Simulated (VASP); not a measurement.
# Sc3Te2 (P-6m2) in VASP: further runs

Runs on Sc3Te2. Level: PBE. Tasks: single point.

Program: VASP 6.6.1. These are calculated values, not measurements. Logs are shortened: lines on timing, memory, paths and dates and some standing lists are left out, and cuts for length are marked.

### 1 The cell of the first run

Symmetry: P-6m2, No. 187, hexagonal system. The conventional cell has a = 4.795 Å, b = 4.795 Å, c = 5.888 Å, α = 90.00°, β = 90.00°, γ = 120.00°. Within 3.8 Å of Sc (site symmetry 3m) lie 5 Sc at 2.89 to 3.15 Å and 6 Te at 3.12 to 3.15 Å. Within 3.6 Å of Sc (site symmetry -6m2) lie 5 Te at 2.77 to 2.94 Å and 6 Sc at 3.15 Å. Within 3.9 Å of Te (site symmetry -6m2) lie 8 Sc at 2.94 to 3.12 Å. Within 3.6 Å of Te (site symmetry -6m2) lie 9 Sc at 2.77 to 3.15 Å.

### 2 Single point, PBE

Contents of INCAR:

```
ALGO     = Normal         # electronic algorithm
EDIFF    = 1E-7           # SCF threshold, eV
ENCUT    = 520            # plane-wave cutoff, eV
GGA      = PE             # functional
ISIF     = 2              # what is computed and relaxed
ISMEAR   = 0              # smearing method
LASPH    = True           # aspherical terms in the spheres
LCHARG   = False          # write CHGCAR
LREAL    = False          # projectors in reciprocal space
LWAVE    = False          # write WAVECAR
NBANDS   = 30             # bands
NELM     = 80             # most SCF steps
PREC     = Accurate       # precision mode
SIGMA    = 0.1            # smearing width, eV
```

Contents of KPOINTS:

```
k-points
0
Gamma
  6 6 4
```

Contents of POSCAR:

```
Sc3Te2
1.0
    4.7949746000      0.0000000000      0.0000000000
   -2.3974873000      4.1525698100      0.0000000000
    0.0000000000      0.0000000000      5.8880550600
Sc Te
3 2
Direct
    0.0000000000      0.0000000000      0.7454000100
    0.0000000000      0.0000000000      0.2545999900
    0.6666666700      0.3333333300      0.0000000000
    0.6666666700      0.3333333300      0.5000000000
    0.3333333300      0.6666666700      0.0000000000
```

Potentials or basis: VASP PAW PBE potentials, release 64 (Sc_sv, Te).

Launch:

```sh
cat potpaw_PBE.64/Sc_sv/POTCAR potpaw_PBE.64/Te/POTCAR > POTCAR
mpirun -np 1 vasp_std > vasp.out
```

OUTCAR:

```text
EDIFF = 1E-7
   ENCUT = 520
   GGA = PE
   ISIF = 2
   ISMEAR = 0
   LASPH = True
   LREAL = False
   NELM = 80
   PREC = Accurate

 ion  position               nearest neighbor table
   1  0.000  0.000  0.745-   2 2.89   2 3.00   4 3.12   4 3.12   4 3.12   5 3.15   3 3.15   3 3.15
                             5 3.15   3 3.15   5 3.15
   2  0.000  0.000  0.255-   1 2.89   1 3.00   4 3.12   4 3.12   4 3.12   3 3.15   5 3.15   3 3.15
                             5 3.15   3 3.15   5 3.15
   3  0.667  0.333  0.000-   5 2.77   5 2.77   5 2.77   4 2.94   4 2.94   1 3.15   2 3.15   1 3.15
                             2 3.15   1 3.15   2 3.15
   4  0.667  0.333  0.500-   3 2.94   3 2.94   1 3.12   2 3.12   1 3.12   2 3.12   1 3.12   2 3.12

   5  0.333  0.667  0.000-   3 2.77   3 2.77   3 2.77   1 3.15   2 3.15   2 3.15   1 3.15   2 3.15
                             1 3.15

  LATTYP: Found a hexagonal cell.
 ALAT       =     4.7949746000
 C/A-ratio  =     1.2279637644

  Lattice vectors:

 A1 = (   4.7949746000,   0.0000000000,   0.0000000000)
 A2 = (  -2.3974873000,   4.1525698100,   0.0000000000)
 A3 = (   0.0000000000,   0.0000000000,   5.8880550600)

Analysis of symmetry for initial positions (statically):
=====================================================================
 Subroutine PRICEL returns:
 Original cell was already a primitive cell.

 Routine SETGRP: Setting up the symmetry group for a
 hexagonal supercell.

 Subroutine GETGRP returns: Found 12 space group operations
 (whereof 12 operations were pure point group operations)
 out of a pool of 24 trial point group operations.

The static configuration has the point symmetry D_3h.

Analysis of symmetry for dynamics (positions and initial velocities):
=====================================================================
 Subroutine PRICEL returns:
 Original cell was already a primitive cell.

 Routine SETGRP: Setting up the symmetry group for a
 hexagonal supercell.

 Subroutine GETGRP returns: Found 12 space group operations
 (whereof 12 operations were pure point group operations)
 out of a pool of 24 trial point group operations.

The dynamic configuration has the point symmetry D_3h.

 Subroutine INISYM returns: Found 12 space group operations
 (whereof 12 operations are pure point group operations),
 and found     1 'primitive' translations

----------------------------------------------------------------------------------------

                                     Primitive cell

  volume of cell :     117.2398

  direct lattice vectors                    reciprocal lattice vectors
     4.794974600  0.000000000  0.000000000     0.208551678  0.120407368  0.000000000
    -2.397487300  4.152569810  0.000000000     0.000000000  0.240814735  0.000000000
     0.000000000  0.000000000  5.888055060     0.000000000  0.000000000  0.169835368

  length of vectors
     4.794974600  4.794974596  5.888055060     0.240814735  0.240814735  0.169835368

  position of ions in fractional coordinates (direct lattice)
     0.000000000  0.000000000  0.745400010
     0.000000000  0.000000000  0.254599990
     0.666666670  0.333333330  0.000000000
     0.666666670  0.333333330  0.500000000
     0.333333330  0.666666670  0.000000000

  ion indices of the primitive-cell ions
   primitive index   ion index
                 1           1
                 2           2
                 3           3
                 4           4
                 5           5

----------------------------------------------------------------------------------------

 KPOINTS: k-points

Automatic generation of k-mesh.
 Grid dimensions read from file:
 generate k-points for:    6    6    4

 Generating k-lattice:

  Cartesian coordinates                     Fractional coordinates (reciprocal lattice)
     0.034758613  0.020067895  0.000000000     0.166666667  0.000000000  0.000000000
     0.000000000  0.040135789  0.000000000     0.000000000  0.166666667  0.000000000
     0.000000000  0.000000000  0.042458842     0.000000000  0.000000000  0.250000000

  Length of vectors
     0.040135789  0.040135789  0.042458842

  Shift w.r.t. Gamma in fractional coordinates (k-lattice)
     0.000000000  0.000000000  0.000000000

 Subroutine IBZKPT returns following result:
 ===========================================

 Found     21 irreducible k-points:

 Following reciprocal coordinates:
            Coordinates               Weight
  0.000000  0.000000  0.000000      1.000000
  0.166667  0.000000  0.000000      6.000000
  0.333333  0.000000  0.000000      6.000000
  0.500000  0.000000  0.000000      3.000000
  0.166667  0.166667  0.000000      6.000000
  0.333333  0.166667  0.000000     12.000000
[... 13 lines left out ...]
  0.333333  0.166667  0.500000     12.000000
  0.333333  0.333333  0.500000      2.000000
   k-points           NKPTS =     21   k-points in BZ     NKDIM =     21   number of bands    NBANDS=     30
   number of dos      NEDOS =    301   number of ions     NIONS =      5
   total plane-waves  NPLWV =  62208
   dimension x,y,z NGX =    36 NGY =   36 NGZ =   48
   dimension x,y,z NGXF=    72 NGYF=   72 NGZF=   96
   ions per type =               3   2
   NGX,Y,Z   is equivalent  to a cutoff of  12.48, 12.48, 13.55 a.u.
   NGXF,Y,Z  is equivalent  to a cutoff of  24.96, 24.96, 27.11 a.u.
 SYSTEM =  unknown system
   PREC   = accura    normal or accurate (medium, high low for compatibility)
   ISTART =      0    job   : 0-new  1-cont  2-samecut
   ICHARG =      2    charge: 1-file 2-atom 10-const
   ISPIN  =      1    spin polarized calculation?
   LNONCOLLINEAR =      F non collinear calculations
   LSORBIT =      F    spin-orbit coupling
   LASPH  =      T    aspherical Exc in radial PAW
   ENCUT  =  520.0 eV  38.22 Ry    6.18 a.u.   8.92  8.92 10.95*2*pi/ulx,y,z
   NELM   =     80;   NELMIN=  2; NELMDL= -5     # of ELM steps
   EDIFF  = 0.1E-06   stopping-criterion for ELM
   LREAL  =      F    real-space projection
   EDIFFG = 0.1E-05   stopping-criterion for IOM
   NSW    =      0    number of steps for IOM
   IBRION =     -1    ionic relax: 0-MD 1-quasi-New 2-CG
   NFREE  =      0    steps in history (QN), initial steepest desc. (CG)
   ISIF   =      2    stress and relaxation
   ISYM   =      2    0-nonsym 1-usesym 2-fastsym
   POTIM  = 0.5000    time-step for ionic-motion
   TEBEG  =    0.0;   TEEND  =   0.0 temperature during run
   PSTRESS=    0.0 pullay stress
   NELECT =      45.0000    total number of electrons
   NUPDOWN=      -1.0000    fix difference up-down
   EMIN   =  10.00;   EMAX   =-10.00  energy-range for DOS
   EFERMI =   0.00;   METHOD = LEGACY
   ISMEAR =     0;   SIGMA  =   0.10  broadening in eV -4-tet -1-fermi 0-gaus
   EFERMI_NEDOS =   21; number of points for ismear=-14 and -15
   IALGO  =     38    algorithm
   IMIX   =      4    mixing-type and parameters
     AMIX     =   0.40;   BMIX     =  1.00
     AMIX_MAG =   1.60;   BMIX_MAG =  1.00
  volume/ion in A,a.u.               =      23.45       158.23
  Fermi-wavevector in a.u.,A,eV,Ry     =   1.189745  2.248292 19.258960  1.415494
  Thomas-Fermi vector in A             =   2.325846
   LORBIT       =      0    0 simple, 1 ext, 2 COOP (PROOUT), +10 PAW based schemes
   GGA     = PE    functional components
   LHFCALC =     F    Hartree Fock is set to
   AEXX    =    0.0000 exact exchange contribution
   IVDW    =     0    specifies the selected vdW correction
   LEPSILON=     F    determine dielectric tensor
   LRPA    =     F    only Hartree local field effects (RPA)
 non-spin polarized calculation
 Gauss-broadening in eV      SIGMA  =   0.10
  energy-cutoff  :      520.00
  volume of cell :      117.24
 maximum number of plane-waves:      3192
 NGX is ok and might be reduce to    36
   NGX = 17   NGY = 17   NGZ = 21

 number of electron      44.9999994 magnetization

 Free energy of the ion-electron system (eV)
  ---------------------------------------------------
  ext. energy  EPLUGINS =         0.00000000
  ---------------------------------------------------
  free energy    TOTEN  =       -28.06079305 eV

  energy without entropy =      -28.01724462  energy(sigma->0) =      -28.03901883

 E-fermi :   7.1890     XC(G=0): -10.2258

 val. band max:        7.1743983106   @ k =   0.1667   0.0000   0.2500
 cond. band min:       7.1948051556   @ k =   0.3333   0.1667   0.2500
 fundamental gap:      0.0204068450
 Fermi energy:         7.1889676851

 k-point     1 :       0.0000    0.0000    0.0000
  band No.  band energies     occupation
      1     -42.4822      2.00000
      2     -42.4101      2.00000
      3     -41.9218      2.00000
      4     -21.3753      2.00000
      5     -21.2161      2.00000
      6     -21.2161      2.00000
[... 22 lines left out ...]
     29       9.6546      0.00000
     30       9.6548      0.00000

 k-point     2 :       0.1667    0.0000    0.0000
  band No.  band energies     occupation
      1     -42.4817      2.00000
      2     -42.4101      2.00000
      3     -41.9222      2.00000
      4     -21.3785      2.00000
      5     -21.2196      2.00000
      6     -21.2157      2.00000
[... 22 lines left out ...]
     29       9.5458      0.00000
     30       9.5667      0.00000

 k-point     3 :       0.3333    0.0000    0.0000
  band No.  band energies     occupation
      1     -42.4806      2.00000
      2     -42.4100      2.00000
      3     -41.9229      2.00000
      4     -21.3847      2.00000
      5     -21.2265      2.00000
      6     -21.2155      2.00000
[... 22 lines left out ...]
     29       9.2987      0.00000
     30       9.4152      0.00000

 k-point     4 :       0.5000    0.0000    0.0000
  band No.  band energies     occupation
      1     -42.4801      2.00000
      2     -42.4099      2.00000
      3     -41.9233      2.00000
      4     -21.3877      2.00000
      5     -21.2299      2.00000
      6     -21.2157      2.00000
[... 22 lines left out ...]
     29       9.0122      0.00000
     30       9.1416      0.00000

 k-point     5 :       0.1667    0.1667    0.0000
  band No.  band energies     occupation
      1     -42.4809      2.00000
      2     -42.4100      2.00000
      3     -41.9228      2.00000
      4     -21.3831      2.00000
      5     -21.2274      2.00000
      6     -21.2128      2.00000
[... 22 lines left out ...]
     29       9.2832      0.00000
     30       9.4503      0.00000
[... 427 lines left out ...]
     29       9.1844      0.00000
     30       9.3718      0.00000

 k-point    19 :       0.1667    0.1667    0.5000
  band No.  band energies     occupation
      1     -42.4527      2.00000
      2     -42.4386      2.00000
      3     -41.9227      2.00000
      4     -21.1945      2.00000
      5     -21.1884      2.00000
      6     -21.1736      2.00000
[... 22 lines left out ...]
     29       9.2056      0.00000
     30       9.2484      0.00000

 k-point    20 :       0.3333    0.1667    0.5000
  band No.  band energies     occupation
      1     -42.4526      2.00000
      2     -42.4377      2.00000
      3     -41.9234      2.00000
      4     -21.2067      2.00000
      5     -21.1971      2.00000
      6     -21.1732      2.00000
[... 22 lines left out ...]
     29       9.2424      0.00000
     30       9.2606      0.00000

 k-point    21 :       0.3333    0.3333    0.5000
  band No.  band energies     occupation
      1     -42.4526      2.00000
      2     -42.4374      2.00000
      3     -41.9236      2.00000
      4     -21.2093      2.00000
      5     -21.2033      2.00000
      6     -21.1750      2.00000
[... 22 lines left out ...]
     29       9.0529      0.00000
     30       9.5084      0.00000

------------------------ aborting loop because EDIFF is reached ----------------------------------------

  FORCE on cell =-STRESS in cart. coord.  units (eV):
  Direction    XX          YY          ZZ          XY          YZ          ZX
  --------------------------------------------------------------------------------------
  -------------------------------------------------------------------------------------
  Total        4.1203348      4.1203348      3.3747780      0.0000000      0.0000000      0.0000000
  in kB       56.3077236     56.3077235     46.1190847      0.0000000      0.0000000      0.0000000
  external PRESSURE =      52.9115106 kB  Pullay stress =       0.0000000 kB

 VOLUME and BASIS-vectors are now :
 -----------------------------------------------------------------------------
  energy-cutoff  :      520.00
  volume of cell :      117.24
      direct lattice vectors                 reciprocal lattice vectors
     4.794974600  0.000000000  0.000000000     0.208551678  0.120407368  0.000000000
    -2.397487300  4.152569810  0.000000000     0.000000000  0.240814735  0.000000000
     0.000000000  0.000000000  5.888055060     0.000000000  0.000000000  0.169835368

 POSITION                                       TOTAL-FORCE (eV/Angst)
 -----------------------------------------------------------------------------------
      0.00000      0.00000      4.38896         0.000000     -0.000000      0.700355
      0.00000      0.00000      1.49910         0.000000     -0.000000     -0.700355
      2.39749      1.38419      0.00000        -0.000000      0.000000     -0.000000
      2.39749      1.38419      2.94403         0.000000     -0.000000     -0.000000
     -0.00000      2.76838      0.00000         0.000000     -0.000000     -0.000000
 -----------------------------------------------------------------------------------
    total drift:                               -0.000030      0.000017     -0.000000

  FREE ENERGIE OF THE ION-ELECTRON SYSTEM (eV)
  ---------------------------------------------------
  free  energy   TOTEN  =       -28.0607930533 eV

  energy  without entropy=      -28.0172446162  energy(sigma->0) =      -28.03901883
```

Run time: 90 s. Hardware: 1 thread of Oxide Virtual Turin-like, shared host; peak memory 0.23 GiB.

What came out:

| Item | Value |
| --- | --- |
| Free energy | -28.0608 eV |
| Pressure | 5.3 GPa |
| Largest force | 0.700 eV/Å |

Forces on the atoms (eV/Å):
```
Sc   0.000  0.000  0.700
Sc   0.000  0.000 -0.700
Sc   0.000  0.000  0.000
Te   0.000  0.000  0.000
Te   0.000  0.000  0.000
```

Stress tensor (GPa, compression positive):
```
5.63 0.00 0.00
0.00 5.63 0.00
0.00 0.00 4.61
```

Caveat: spin-orbit coupling is left out, which moves the levels of the heavy elements.

### 3 Single point, PBE

This run uses another cell than the first one, of 25.52 Å³/atom, 1.088 times its volume.

Contents of INCAR:

```
PREC = Accurate
ENCUT = 520
EDIFF = 1E-6
ISMEAR = 0
SIGMA = 0.1
LREAL = False
LASPH = True
NELM = 100
ALGO = Fast
ISIF = 2
LWAVE = False
LCHARG = True
GGA = PE
LELF = True
LVHAR = True
NBANDS = 30
```

Contents of KPOINTS:

```
Automatic mesh
0
Gamma
  6 6 4
```

Contents of POSCAR:

```
Sc3Te2
1.0
    4.9661163821      0.0000000000      0.0000000000
   -2.4830581910      4.3007829450      0.0000000000
    0.0000000000      0.0000000000      5.9739660574
Sc Te
3 2
Direct
    0.0000000000      0.0000000000      0.7632695176
    0.0000000000      0.0000000000      0.2367304824
    0.6666666667      0.3333333333      0.0000000000
    0.6666666667      0.3333333333      0.5000000000
    0.3333333333      0.6666666667      0.0000000000
```

Potentials or basis: VASP PAW PBE potentials, release 64 (Sc_sv, Te).

Launch:

```sh
cat potpaw_PBE.64/Sc_sv/POTCAR potpaw_PBE.64/Te/POTCAR > POTCAR
mpirun -np 1 vasp_std > vasp.out
```

Run time: 2 min. Hardware: 1 thread of Oxide Virtual Turin-like, shared host; peak memory 0.26 GiB.

Results (log left out):

- Free energy: -28.3062 eV
- Pressure: 0.1 GPa

Levels at points of the mesh, in eV from the Fermi level:
```
           k point  band 19  band 20  band 21  band 22  band 23  band 24  band 25  band 26
(0.00, 0.00, 0.00)    -2.83    -1.52    -1.29    -0.46    -0.46    -0.37    -0.37     0.63
(0.50, 0.00, 0.00)    -3.58    -3.22    -1.46    -0.15     0.07     0.19     0.42     1.09
(0.00, 0.00, 0.50)    -3.40    -3.40    -0.26    -0.26    -0.11     0.26     0.35     0.35
(0.50, 0.00, 0.50)    -3.58    -2.58    -0.75     0.02     0.51     0.71     0.77     0.93
```

Caveat: spin-orbit coupling is left out, which moves the levels of the heavy elements.
